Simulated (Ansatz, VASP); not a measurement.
# One calculation of Pt, two programs

```
CELL_PARAMETERS angstrom
0.00000 1.94527 1.94527
1.94527 0.00000 1.94527
1.94527 1.94527 0.00000
ATOMIC_POSITIONS crystal
Pt 0.00000 0.00000 0.00000
```

Change from the starting cell: equal engineering shear yz, xz and xy +0.0000, equal normal strain along x, y and z -0.0200.

Alike in both runs: task single point; functional PBE; k mesh 20 × 20 × 20; occupations gaussian, width 0.15 eV; no spin polarisation.

|  | VASP | Ansatz |
| --- | --- | --- |
| version | VASP 6.6.1 | Ansatz 0.2.0 |
| potentials or method | VASP PAW PBE potentials, release 64 (Pt), cutoff 520 eV | scalar-relativistic, plane waves, PAW |
| valence electrons in the cell | 10 | 18 |

|  | VASP | Ansatz | Ansatz less VASP |
| --- | --- | --- | --- |
| gap on the k mesh at the Fermi level (eV) | none | none | - |
| pressure (GPa) | 17.3 | 17.8 | +0.54 |

A gap of «none» marks a metal or a gap that the smearing closes. VASP's potentials hold 10 valence electrons a cell and Ansatz's 18, so a difference there can come from the potentials and not from the codes.

Neither program's run includes spin-orbit coupling.
